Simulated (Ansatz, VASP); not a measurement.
# One calculation of Al3Cu, two programs

```
Al Cu
1.0
     4.01404    0.00000    0.00000
     0.00000    4.01404    0.00000
     0.00000    0.00000    3.55524
Al Cu
3 1
Direct
  0.00000 0.50000 0.50000
  0.50000 0.00000 0.50000
  0.50000 0.50000 0.00000
  0.00000 0.00000 0.00000
```

Alike in both runs: task single point; functional LDA; k mesh 12 × 12 × 12; occupations gaussian, width 0.15 eV; no spin polarisation.

|  | VASP | Ansatz |
| --- | --- | --- |
| version | VASP 6.6.1 | Ansatz 0.2.0 |
| potentials or method | VASP PAW LDA potentials, release 64 (Al, Cu), cutoff 520 eV | scalar-relativistic, plane waves, PAW |
| valence electrons in the cell | 20 | 28 |

|  | VASP | Ansatz | Ansatz less VASP |
| --- | --- | --- | --- |
| gap on the k mesh at the Fermi level (eV) | none | none | - |
| pressure (GPa) | 0.6 | 0.4 | -0.21 |
| traceless stress, the component that is largest in VASP (GPa) | 6.70 | 6.69 | -0.011 |

Ansatz warns that its potentials were made for another functional, while VASP's fit it. LDA's correlation is that of Perdew and Zunger in VASP and of Perdew and Wang (1992) in Ansatz. A gap of «none» marks a metal or a gap that the smearing closes. VASP's potentials hold 20 valence electrons a cell and Ansatz's 28, so a difference there can come from the potentials and not from the codes.
